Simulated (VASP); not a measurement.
# CoSi (zincblende type) (F-43m) in VASP: notebook, part 2 of 2

VASP 6.6.1.

## 3. Single point, PBE, collinear spin, ferromagnetic start (15.65 Å³/atom)

Contents of INCAR:

```
PREC     = Accurate       # precision mode
ENCUT    = 520            # plane-wave cutoff, eV
EDIFF    = 1E-6           # SCF threshold, eV
ISMEAR   = -1             # smearing method
SIGMA    = 0.08           # smearing width, eV
LREAL    = F              # projectors in reciprocal space
LASPH    = T              # aspherical terms in the spheres
NELM     = 150            # most SCF steps
ALGO     = Normal         # electronic algorithm
ISIF     = 2              # what is computed and relaxed
LWAVE    = F              # write WAVECAR
LCHARG   = F              # write CHGCAR
ISPIN    = 2              # spin polarisation
MAGMOM   = 1.7 0          # initial moments
LORBIT   = 11             # projections on sites
LMAXMIX  = 4              # l up to which the mixer works
GGA      = PE             # functional
NBANDS   = 18             # bands
```

Contents of KPOINTS:

```
Automatic mesh
0
Gamma
  14 14 14
```

Contents of POSCAR:

```
CoSi
1.0
    0.0000000000      2.5012922100      2.5012922100
    2.5012922100      0.0000000000      2.5012922100
    2.5012922100      2.5012922100      0.0000000000
Co Si
1 1
Direct
    0.0000000000      0.0000000000      0.0000000000
    0.2500000000      0.2500000000      0.2500000000
```

Potentials or basis: VASP PAW PBE potentials, release 64 (Co, Si).

The run is started by

```console
$ cat potpaw_PBE.64/Co/POTCAR potpaw_PBE.64/Si/POTCAR > POTCAR
$ mpirun -np 1 vasp_std > vasp.out
```

It took 72 s on 1 thread of AMD EPYC 9R14 (Zen 4), shared host; peak memory 0.21 GiB.

The run converged. Its results:

* Free energy: -11.7085 eV
* Pressure: 6.2 GPa
* Net moment: 0.00 μB per cell
* Valence electrons inside the program's atomic spheres: Co 8.56; Si 1.71

Levels at points of the mesh, in eV from the Fermi level:
Spin up:
```tsv
k point	band 3	band 4	band 5	band 6	band 7	band 8	band 9	band 10
(0.00, 0.00, 0.00)	-2.45	-2.45	-1.11	-1.11	6.80	6.80	6.80	7.90
(0.50, 0.00, 0.00)	-2.23	-2.23	-0.93	-0.93	-0.62	4.22	4.22	7.94
(0.50, 0.50, 0.00)	-1.61	-1.44	-1.44	-0.71	-0.27	1.08	1.08	6.22
```
Spin down:
| k point | band 3 | band 4 | band 5 | band 6 | band 7 | band 8 | band 9 | band 10 |
| --- | --- | --- | --- | --- | --- | --- | --- | --- |
| (0.00, 0.00, 0.00) | -2.44 | -2.44 | -1.11 | -1.11 | 6.80 | 6.80 | 6.80 | 7.90 |
| (0.50, 0.00, 0.00) | -2.23 | -2.23 | -0.93 | -0.93 | -0.62 | 4.22 | 4.22 | 7.94 |
| (0.50, 0.50, 0.00) | -1.61 | -1.44 | -1.44 | -0.70 | -0.27 | 1.08 | 1.08 | 6.22 |

Caveat: the cell stands under pressure.

## 4. Single point, PBE, collinear spin, ferromagnetic start

This run uses another cell than the first one, of 16.47 Å³/atom.

Contents of INCAR:

```
PREC     = Accurate       # precision mode
ENCUT    = 520            # plane-wave cutoff, eV
EDIFF    = 1E-7           # SCF threshold, eV
ISMEAR   = -1             # smearing method
SIGMA    = 0.08           # smearing width, eV
LREAL    = False          # projectors in reciprocal space
LASPH    = True           # aspherical terms in the spheres
NELM     = 150            # most SCF steps
ALGO     = Normal         # electronic algorithm
ISIF     = 2              # what is computed and relaxed
LWAVE    = False          # write WAVECAR
LCHARG   = True           # write CHGCAR
ISPIN    = 2              # spin polarisation
MAGMOM   = 1.7 0          # initial moments
LORBIT   = 11             # projections on sites
LMAXMIX  = 4              # l up to which the mixer works
GGA      = PE             # functional
LELF     = True           # ELF
LVHAR    = True         
NBANDS   = 18             # bands
```

KPOINTS is that of step 3.

Contents of POSCAR:

```
CoSi
1.0
    0.0000000000      2.5444264144      2.5444264144
    2.5444264144      0.0000000000      2.5444264144
    2.5444264144      2.5444264144      0.0000000000
Co Si
1 1
Direct
    0.0000000000      0.0000000000      0.0000000000
    0.2500000000      0.2500000000      0.2500000000
```

Potentials or basis: VASP PAW PBE potentials, release 64 (Co, Si).

The run is started by

```console
$ cat potpaw_PBE.64/Co/POTCAR potpaw_PBE.64/Si/POTCAR > POTCAR
$ mpirun -np 1 vasp_std > vasp.out
```

OUTCAR:

```text
PREC = Accurate
   ENCUT = 520
   EDIFF = 1E-7
   ISMEAR = -1
   LREAL = False
   LASPH = True
   NELM = 150
   ISIF = 2
   ISPIN = 2
   LORBIT = 11
   GGA = PE

 ion  position               nearest neighbor table
   1  0.000  0.000  0.000-   2 2.20   2 2.20   2 2.20   2 2.20
   2  0.250  0.250  0.250-   1 2.20   1 2.20   1 2.20   1 2.20

  LATTYP: Found a face centered cubic cell.
 ALAT       =     5.0888528288

  Lattice vectors:

 A1 = (   0.0000000000,   2.5444264144,   2.5444264144)
[... 1222 lines left out ...]
  in kB       -0.2132728     -0.2132728     -0.2132728      0.0000000      0.0000000      0.0000000
  external PRESSURE =      -0.2132728 kB  Pullay stress =       0.0000000 kB

 VOLUME and BASIS-vectors are now :
 -----------------------------------------------------------------------------
  energy-cutoff  :      520.00
  volume of cell :       32.95
      direct lattice vectors                 reciprocal lattice vectors
     0.000000000  2.544426414  2.544426414    -0.196507943  0.196507943  0.196507943
     2.544426414  0.000000000  2.544426414     0.196507943 -0.196507943  0.196507943
     2.544426414  2.544426414  0.000000000     0.196507943  0.196507943 -0.196507943

 POSITION                                       TOTAL-FORCE (eV/Angst)
 -----------------------------------------------------------------------------------
      0.00000      0.00000      0.00000        -0.000000     -0.000000     -0.000000
      1.27221      1.27221      1.27221         0.000000      0.000000      0.000000
 -----------------------------------------------------------------------------------
    total drift:                                0.000001      0.000001      0.000001

  FREE ENERGIE OF THE ION-ELECTRON SYSTEM (eV)
  ---------------------------------------------------
  free  energy   TOTEN  =       -11.7385259559 eV

  energy  without entropy=      -11.7158596534  energy(sigma->0) =      -11.72719280

 total charge

# of ion       s       p       d       tot
------------------------------------------
    1        0.533   0.385   7.547   8.465
    2        0.826   0.853   0.000   1.679
--------------------------------------------------
tot          1.360   1.238   7.547  10.145

 magnetization (x)

# of ion       s       p       d       tot
------------------------------------------
    1       -0.000   0.000  -0.000  -0.000
    2        0.000   0.000   0.000   0.000
--------------------------------------------------
tot         -0.000   0.000  -0.000  -0.000
```

stdout:

```text
POSCAR found type information on POSCAR CoSi
 POSCAR found :  2 types and       2 ions
 scaLAPACK will be used
 LDA part: xc-table for (Slater+PW92), standard interpolation
 POSCAR, INCAR and KPOINTS ok, starting setup
 FFT: planning ... GRIDC
 FFT: planning ... GRID_SOFT
 FFT: planning ... GRID
 WAVECAR not read
 entering main loop
```

Wall time 92 s (1 thread of AMD EPYC 9R14 (Zen 4), shared host); peak memory 0.21 GiB.

Results:

```
Free energy                                           : -11.7385 eV
Pressure                                              : 0.0 GPa
Net moment                                            : 0.00 μB per cell
Valence electrons inside the program's atomic spheres : Co 8.46; Si 1.68
```

Levels at points of the mesh, in eV from the Fermi level:
Spin up:
```csv
k point,band 4,band 5,band 6,band 7,band 8,band 9
"(0.00, 0.00, 0.00)",-2.31,-1.02,-1.02,6.42,6.42,6.42
"(0.50, 0.00, 0.00)",-2.10,-0.86,-0.86,-0.58,4.01,4.01
"(0.50, 0.50, 0.00)",-1.37,-1.37,-0.65,-0.28,1.05,1.05
```
Spin down:
```csv
k point,band 3,band 4,band 5,band 6,band 7,band 8,band 9,band 10
"(0.00, 0.00, 0.00)",-2.31,-2.31,-1.02,-1.02,6.42,6.42,6.42,7.73
"(0.50, 0.00, 0.00)",-2.10,-2.10,-0.86,-0.86,-0.58,4.01,4.01,7.64
"(0.50, 0.50, 0.00)",-1.45,-1.37,-1.37,-0.65,-0.28,1.05,1.05,6.07
```

## 5. Single point, PBE, collinear spin, ferromagnetic start (16.47 Å³/atom)

This run uses another cell than the first one, of 16.47 Å³/atom.

Contents of INCAR:

```
SYSTEM = CoSi
ALGO = Normal
EDIFF = 1E-7
ENCUT = 520
GGA = PE
ISIF = 2
ISMEAR = -1
ISPIN = 2
LASPH = .TRUE.
LCHARG = .FALSE.
LMAXMIX = 4
LORBIT = 11
LREAL = .FALSE.
LWAVE = .FALSE.
MAGMOM = 1.7 0
NBANDS = 18
NELM = 150
PREC = Accurate
SIGMA = 0.08
```

Contents of KPOINTS:

```
k-points
0
G
  14 14 14
  0 0 0
```

POSCAR is that of step 4.

The run is started by

```console
$ cat potpaw_PBE.64/Co/POTCAR potpaw_PBE.64/Si/POTCAR > POTCAR
$ mpirun -np 1 vasp_std > vasp.out
```

It took 87 s on 1 thread of AMD EPYC 9R14 (Zen 4), shared host; peak memory 0.21 GiB.

It converged, with:

```yaml
Free_energy: -11.7385 eV
Pressure: 0.0 GPa
Net_moment: 0.00 μB per cell
Valence_electrons_inside_the_program's_atomic_spheres: Co 8.46; Si 1.68
```

Levels at points of the mesh, in eV from the Fermi level:
Spin up:
```tsv
k point	band 2	band 3	band 4	band 5	band 6	band 7	band 8	band 9	band 10	band 11
(0.00, 0.00, 0.00)	-2.31	-2.31	-2.31	-1.02	-1.02	6.42	6.42	6.42	7.73	7.73
(0.50, 0.00, 0.00)	-4.11	-2.10	-2.10	-0.86	-0.86	-0.58	4.01	4.01	7.64	8.63
(0.50, 0.50, 0.00)	-4.14	-1.45	-1.37	-1.37	-0.65	-0.28	1.05	1.05	6.07	6.10
```
Spin down:
```csv
k point,band 3,band 4,band 5,band 6,band 7,band 8,band 9,band 10
"(0.00, 0.00, 0.00)",-2.31,-2.31,-1.02,-1.02,6.42,6.42,6.42,7.73
"(0.50, 0.00, 0.00)",-2.10,-2.10,-0.86,-0.86,-0.58,4.01,4.01,7.64
"(0.50, 0.50, 0.00)",-1.45,-1.37,-1.37,-0.65,-0.28,1.05,1.05,6.07
```
